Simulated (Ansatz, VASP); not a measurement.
## B4N3: VASP beside Ansatz

File INCAR:

```
  PREC = Accurate
  ENCUT = 600
  EDIFF = 1E-6
  ISMEAR = 0
  SIGMA = 0.2
  LREAL = F
  LASPH = T
  NELM = 60
  ALGO = Normal
  ISIF = 3
  LWAVE = F
  LCHARG = F
  GGA = PE
  IBRION = 2
  NSW = 36
  EDIFFG = -0.08
```

Contents of KPOINTS:

```
Automatic mesh
0
Gamma
  4 4 4
```

Contents of POSCAR:

```
B4N3
1.0
    3.7543948500      0.0000000000      0.0000000000
    0.0000000000      3.7543948500      0.0000000000
    0.0000000000      0.0000000000      3.7543948500
B N
4 3
Direct
    0.7500000000      0.2500000000      0.7500000000
    0.2500000000      0.7500000000      0.7500000000
    0.7500000000      0.7500000000      0.2500000000
    0.2500000000      0.2500000000      0.2500000000
    0.5000000000      0.5000000000      0.0000000000
    0.5000000000      0.0000000000      0.5000000000
    0.0000000000      0.5000000000      0.5000000000
```

Input for Ansatz:

```yaml
crystal:
  lattice:
    - [3.75439485, 0.0, 0.0]
    - [0.0, 3.75439485, 0.0]
    - [0.0, 0.0, 3.75439485]
  atoms:
    - { symbol: B, position: [0.75, 0.25, 0.75] }
    - { symbol: B, position: [0.25, 0.75, 0.75] }
    - { symbol: B, position: [0.75, 0.75, 0.25] }
    - { symbol: B, position: [0.25, 0.25, 0.25] }
    - { symbol: "N", position: [0.5, 0.5, 0.0] }
    - { symbol: "N", position: [0.5, 0.0, 0.5] }
    - { symbol: "N", position: [0.0, 0.5, 0.5] }
basis:
  ecutwfc: 420
kpoints:
  mp_grid: { grid: [4, 4, 4] }
hamiltonian:
  xc: pbe
scf:
  occupations: { method: gaussian, width: 0.2 }
  lower_state_search: "off"
output:
  forces: true
  stress: true
  eigenvalues: true
relax:
  adjacent_minimum: "off"
  f_tol: 0.08
  max_steps: 16
  cell: { stress_tol: 0.8 }
```

Alike in both runs: task relaxation of cell and atoms; functional PBE; k mesh 4 × 4 × 4; occupations gaussian, width 0.2 eV; no spin polarisation.

|  | VASP | Ansatz |
| --- | --- | --- |
| version | VASP 6.6.1 | Ansatz 0.2.0 |
| potentials or method | VASP PAW PBE potentials, release 64 (B, N), cutoff 600 eV | scalar-relativistic, plane waves, PAW |
| valence electrons in the cell | 27 | 27 |

|  | VASP | Ansatz | Ansatz less VASP |
| --- | --- | --- | --- |
| gap on the k mesh at the Fermi level, each at its own relaxed structure (eV) | none | none | - |
| relaxed volume (Å³/atom) | 6.70 | 6.71 | +0.017 |
| relaxed cell length with the largest relative difference (Å) | 3.606 | 3.609 | +0.0030 |

A gap of «none» marks a metal or a gap that the smearing closes.

The k mesh is coarse, so the values compare programs but aren't converged.
